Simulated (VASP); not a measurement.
**Be2ZnSe3: relaxation of cell and atoms with PBE**

Be2ZnSe3:

```
Be Zn Se
1.0
    -1.88639    1.88639    8.00326
     1.88639   -1.88639    8.00326
     1.88639    1.88639   -8.00326
Be Zn Se
2 1 3
Direct
  0.33333 0.33333 0.00000
  0.66667 0.66667 0.00000
  0.00000 0.00000 0.00000
  0.41667 0.91667 0.50000
  0.75000 0.25000 0.50000
  0.08333 0.58333 0.50000
```

```json
{
 "Program": "VASP 6.6.1",
 "Task": "relaxation of cell and atoms",
 "Functional": "PBE",
 "Potentials or basis": "VASP PAW PBE potentials, release 64 (Be, Zn, Se)",
 "Cutoff": "600 eV",
 "k mesh": "6 × 6 × 6",
 "Occupations": "gaussian, width 0.1 eV",
 "Spin": "no spin polarisation",
 "Dipole correction": "no",
 "Further INCAR settings": "ALGO = Normal; EDIFF = 1e-07; IBRION = 2; EDIFFG = -0.04; NSW = 90; ISIF = 3"
}
```

```json
{
 "Relaxed volume": "19.33 Å³/atom",
 "Relaxed cell": "a = 8.545 Å, b = 8.545 Å, c = 8.545 Å, α = 154.44°, β = 154.44°, γ = 36.46°",
 "Space group after relaxing (to 0.1 Å)": "I-4m2 (No. 119)",
 "Energy gained by relaxing": "71.3 meV/atom",
 "Ionic steps": "7",
 "Pressure after relaxing": "0.1 GPa",
 "Largest force after relaxing": "0.007 eV/Å",
 "Band gap on the k mesh": "2.64 eV (least direct gap 2.66 eV)"
}
```

Forces on the atoms (eV/Å):
```
Be   0.000  0.000  0.007
Be   0.000  0.000 -0.007
Zn   0.000  0.000  0.000
Se   0.000  0.000  0.004
Se   0.000  0.000  0.000
Se   0.000  0.000 -0.004
```

Stress tensor (GPa, compression positive):
```
0.02 0.00 0.00
0.00 0.02 0.00
0.00 0.00 0.15
```

The path:
```csv
step,energy change (eV),largest force (eV/Å),pressure (GPa),volume (Å³)
1,0.0000,2.1409,3.03,113.92
2,-0.3055,0.6636,-1.64,119.93
3,-0.3127,0.4700,-2.31,121.05
4,-0.3944,0.4462,-0.45,117.14
5,-0.4054,0.4311,0.62,115.19
6,-0.4244,0.1654,0.27,115.68
7,-0.4279,0.0075,0.07,115.99
```

Final structure:
```xyz
6
Lattice="-1.8903 1.8903 8.1158 1.8903 -1.8903 8.1158 1.8903 1.8903 -8.1158" Properties=species:S:1:pos:R:3 pbc="T T T"
Be    0.0000    0.0000    5.3220
Be    0.0000    0.0000   10.9096
Zn    0.0000    0.0000    0.0000
Se    1.8903    0.0000    6.5636
Se    0.0000    1.8903    4.0579
Se    1.8903    0.0000    1.5522
```

Levels at points of the mesh, in eV from the valence-band top:
```tsv
k point	band 13	band 14	band 15	band 16	band 17	band 18	band 19	band 20	band 21
(0.00, 0.00, 0.00)	-1.82	-1.82	-0.25	0.00	0.00	2.66	2.91	3.48	4.35
(0.50, 0.00, 0.00)	-2.27	-1.48	-1.46	-1.07	-0.46	3.26	4.34	4.50	5.43
(0.50, 0.50, 0.00)	-3.09	-2.98	-2.87	-2.45	-2.43	2.69	3.46	4.41	4.45
(0.50, 0.50, 0.50)	-1.79	-1.23	-1.23	-0.51	-0.51	2.64	3.75	4.03	4.40
```

Run time: 22 min on 1 thread of AMD EPYC 9R45 96-Core Processor (Zen 5), on a shared host, peak memory 0.78 GiB.

A k mesh can miss the band edges.
